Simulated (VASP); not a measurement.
Set up this calculation in VASP 6.6.1, as the native input.

| Item | Value |
| --- | --- |
| Task | single point |
| Functional | r2SCAN |
| Potentials or basis | VASP PAW PBE potentials, release 64 (Fe, Si) |
| Cutoff | 520 eV |
| k mesh | 4 × 4 × 4 |
| Occupations | gaussian, width 0.1 eV |
| Spin | no spin polarisation |
| Dipole correction | no |
| Further INCAR settings | ALGO = Normal; EDIFF = 1e-06; NBANDS = 34 |

Crystal: FeSi.

```
CELL_PARAMETERS angstrom
4.19168 0.00000 0.00000
0.00000 4.19168 0.00000
0.00000 0.00000 4.19168
ATOMIC_POSITIONS crystal
Fe 0.14119 0.14119 0.14119
Fe 0.35881 0.85881 0.64119
Fe 0.64119 0.35881 0.85881
Fe 0.85881 0.64119 0.35881
Si 0.84327 0.84327 0.84327
Si 0.65673 0.15673 0.34327
Si 0.34327 0.65673 0.15673
Si 0.15673 0.34327 0.65673
```

The input as run:

POSCAR

```
FeSi
1.0
    4.1916804006      0.0000000000      0.0000000000
    0.0000000000      4.1916804006      0.0000000000
    0.0000000000      0.0000000000      4.1916804006
Fe Si
4 4
Direct
    0.1411917610      0.1411917610      0.1411917610
    0.3588082390      0.8588082390      0.6411917610
    0.6411917610      0.3588082390      0.8588082390
    0.8588082390      0.6411917610      0.3588082390
    0.8432660100      0.8432660100      0.8432660100
    0.6567339900      0.1567339900      0.3432660100
    0.3432660100      0.6567339900      0.1567339900
    0.1567339900      0.3432660100      0.6567339900
```

INCAR.step1

```
SYSTEM = FeSi
ALGO = Normal
EDIFF = 1E-4
ENCUT = 520
GGA = PE
ISMEAR = 0
LASPH = .True.
LCHARG = .False.
LREAL = .False.
LWAVE = .True.
NBANDS = 34
NELM = 100
PREC = Accurate
SIGMA = 0.1
```

INCAR.step2

```
SYSTEM = FeSi
ALGO = Normal
EDIFF = 1E-6
ENCUT = 520
ISIF = 2
ISMEAR = 0
ISTART = 1
LASPH = .True.
LCHARG = .True.
LELF = .True.
LMIXTAU = .True.
LREAL = .False.
LVHAR = .True.
LWAVE = .False.
METAGGA = R2SCAN
NBANDS = 34
NELM = 100
PREC = Accurate
SIGMA = 0.1
```

KPOINTS

```
k-points
0
Gamma
  4 4 4
  0 0 0
```

Potentials or basis: VASP PAW PBE potentials, release 64 (Fe, Si).

Command:

```sh
$ cat potpaw_PBE.64/Fe/POTCAR potpaw_PBE.64/Si/POTCAR > POTCAR
$ cp INCAR.step1 INCAR
$ mpirun -np 1 vasp_std > vasp.out
$ cp INCAR.step2 INCAR
$ mpirun -np 1 vasp_std > vasp.out
```

It gave:

```
Pressure               : 51.8 GPa
Largest force          : 0.056 eV/Å
Band gap on the k mesh : 0.35 eV (least direct gap 0.41 eV)
```

Caveat: the cell stands under pressure; the PAW data sets were made with another functional, which shifts forces and pressure a little.

It took 2.7 min on 1 thread of AMD EPYC 7R43 64-Core Processor (Zen 3), on a shared host, peak memory 0.15 GiB.
